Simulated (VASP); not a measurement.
**CaH6: single point with PBE**

CaH6:

```
Ca H
1.0
    -1.77000    1.77000    1.77000
     1.77000   -1.77000    1.77000
     1.77000    1.77000   -1.77000
Ca H
1 6
Direct
  0.00000 0.00000 0.00000
  0.50000 0.75000 0.25000
  0.50000 0.25000 0.75000
  0.25000 0.50000 0.75000
  0.75000 0.50000 0.25000
  0.75000 0.25000 0.50000
  0.25000 0.75000 0.50000
```

```json
{"Program": "VASP 6.6.1", "Task": "single point", "Functional": "PBE", "Potentials or basis": "VASP PAW PBE potentials, release 64 (Ca_sv, H)", "Cutoff": "500 eV", "k mesh": "4 × 4 × 4", "Occupations": "fermi-dirac, width 0.2 eV", "Spin": "no spin polarisation"}
```

| Property | Result |
| --- | --- |
| Pressure | 137.6 GPa |
| Band gap on the k mesh | zero (bands 8 and 9 overlap by 7.19 eV) |

Levels at points of the mesh, in eV from the Fermi level:
```
           k point  band 4  band 5  band 6  band 7  band 8  band 9  band 10  band 11  band 12  band 13
(0.00, 0.00, 0.00)  -20.31  -16.04   -0.87   -0.87   -0.87    0.00     0.00     1.79     1.79     1.79
(0.50, 0.00, 0.00)  -20.41  -11.50   -9.44   -5.06   -2.88    3.80     3.89     7.92     9.51     9.71
(0.50, 0.50, 0.50)  -21.52  -11.80  -11.80   -2.28   -2.28   -2.28     6.93     6.93     6.93    10.49
```

Run time: 5.9 s on 1 thread of Intel(R) Xeon(R) Platinum 8259CL CPU @ 2.50GHz (Skylake/Cascade Lake), on a shared host, peak memory 0.13 GiB.

Caveat: the k points lie up to 0.63 Å⁻¹ apart, too coarse for converged energies and pressures of a metal.
